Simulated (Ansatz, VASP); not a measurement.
## One calculation of MnS, two programs

The input INCAR:

```
PREC = Accurate
ENCUT = 600
EDIFF = 1E-6
ISMEAR = -1
SIGMA = 0.05
LREAL = F
LASPH = T
NELM = 150
ALGO = Normal
ISIF = 3
LWAVE = F
LCHARG = F
ISPIN = 2
MAGMOM = 4 0
LORBIT = 11
LMAXMIX = 4
LDAU = T
LDAUTYPE = 2
LDAUL = 2 -1
LDAUU = 4.5 0
LDAUJ = 0 0
LDAUPRINT = 1
GGA = PE
IBRION = 2
NSW = 60
EDIFFG = -0.01
```

KPOINTS

```
Automatic mesh
0
Gamma
  9 9 9
```

Contents of POSCAR:

```
MnS
1.0
    0.0000000000      2.6045000000      2.6045000000
    2.6045000000      0.0000000000      2.6045000000
    2.6045000000      2.6045000000      0.0000000000
Mn S
1 1
Direct
    0.0000000000      0.0000000000      0.0000000000
    0.5000000000      0.5000000000      0.5000000000
```

The input input.yaml:

```yaml
crystal:
  lattice:
    - [0.0, 2.6045, 2.6045]
    - [2.6045, 0.0, 2.6045]
    - [2.6045, 2.6045, 0.0]
  atoms:
    - { symbol: Mn, position: [0.0, 0.0, 0.0], spin: 4.0 }
    - { symbol: S, position: [0.5, 0.5, 0.5] }
hamiltonian:
  xc: pbe
  pseudopotentials: { kind: paw }
  hubbard: { sites: [{ species: Mn, l: d, u_eff: 4.5 }] }
magnetization:
  spin_polarized: true
kpoints:
  mp_grid: { grid: [9, 9, 9] }
scf:
  occupations: { method: fermi_dirac, width: 0.05 }
output:
  forces: true
  stress: true
relax:
  f_tol: 0.01
  max_steps: 40
  cell: { stress_tol: 0.05 }
```

Alike in both runs: task relaxation of cell and atoms; functional PBE; k mesh 9 × 9 × 9; occupations fermi-dirac, width 0.05 eV; collinear spin; Hubbard terms Mn d U = 4.5 eV.

|  | VASP | Ansatz |
| --- | --- | --- |
| version | VASP 6.6.1 | Ansatz 0.2.0 |
| potentials or method | VASP PAW PBE potentials, release 64 (Mn_pv, S) | Ansatz PAW |
| plane-wave cutoff (eV) | 600 | 420 |
| valence electrons in the cell | 19 | 21 |

VASP gave:

| Item | Value |
| --- | --- |
| net moment per atom (μB) | 2.50 |
| size of the moment on the site where the two differ most (μB) | 4.63 |
| relaxed volume (Å³/atom) | 18.65 |
| relaxed cell length with the largest relative difference (Å) | 3.750 |

Question: Estimate Ansatz's values.

Answer: net moment per atom (μB): 2.50; size of the moment on the site where the two differ most (μB): 4.56; relaxed volume (Å³/atom): 18.81; relaxed cell length with the largest relative difference (Å): 3.761.

Site moments also hang on the region over which each program counts them. The programs project onto different local orbitals, so the same U acts differently, and such runs can settle in different states. VASP's potentials hold 19 valence electrons a cell and Ansatz's 21, so a difference there can come from the potentials and not from the codes.

Noted on Ansatz's run: the magnetic or orbital state may not be the lowest; odd divisions of the mesh miss points on the zone boundary, where band edges often lie, so the gap on the mesh can be too wide; the plane-wave basis is chosen anew once the cell has moved, so the energies of steps on either side of that aren't comparable.
